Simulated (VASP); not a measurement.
Set up this calculation in VASP 6.6.1, as the native input.

| Item | Value |
| --- | --- |
| Task | single point |
| Functional | revPBE |
| Potentials or basis | VASP PAW PBE potentials, release 64 (Tl_d, Cl) |
| Cutoff | 500 eV |
| k mesh | 5 × 5 × 5, shifted |
| Occupations | gaussian, width 0.01 eV |
| Spin | no spin polarisation |
| Dipole correction | no |
| Further INCAR settings | ALGO = Normal; EDIFF = 1e-06; NBANDS = 17 |

The structure of TlCl lies in POSCAR:

```
TlCl
1.0
    3.8340000000      0.0000000000      0.0000000000
    0.0000000000      3.8340000000      0.0000000000
    0.0000000000      0.0000000000      3.8340000000
Tl Cl
1 1
Direct
    0.0000000000      0.0000000000      0.0000000000
    0.5000000000      0.5000000000      0.5000000000
```

These files were run (other wordings do the same):

INCAR

```
PREC = Accurate
ENCUT = 500
EDIFF = 1E-6
ISMEAR = 0
SIGMA = 0.01
LREAL = F
LASPH = T
NELM = 120
ALGO = Normal
ISIF = 2
LWAVE = F
LCHARG = T
GGA = RE
LELF = T
LVHAR = T
NBANDS = 17
GGA_COMPAT = F
```

KPOINTS

```
Automatic mesh
0
Gamma
  5 5 5
  0.5 0.5 0.5
```

Potentials or basis: VASP PAW PBE potentials, release 64 (Tl_d, Cl).

Command:

```bash
$ cat potpaw_PBE.64/Tl_d/POTCAR potpaw_PBE.64/Cl/POTCAR > POTCAR
$ mpirun -np 1 vasp_std > vasp.out
```

Results of the run:

```json
{
  "Pressure": "2.8 GPa",
  "Band gap on the k mesh": "2.95 eV, indirect (least direct gap 3.06 eV)"
}
```

Caveat: the PAW data sets were made with another functional, which shifts forces and pressure a little; spin-orbit coupling is left out, which moves the levels of the heavy elements.

Run time: 5.7 s on 1 thread of Intel(R) Xeon(R) Platinum 8559C (Emerald Rapids) (shared host), peak memory 0.15 GiB.
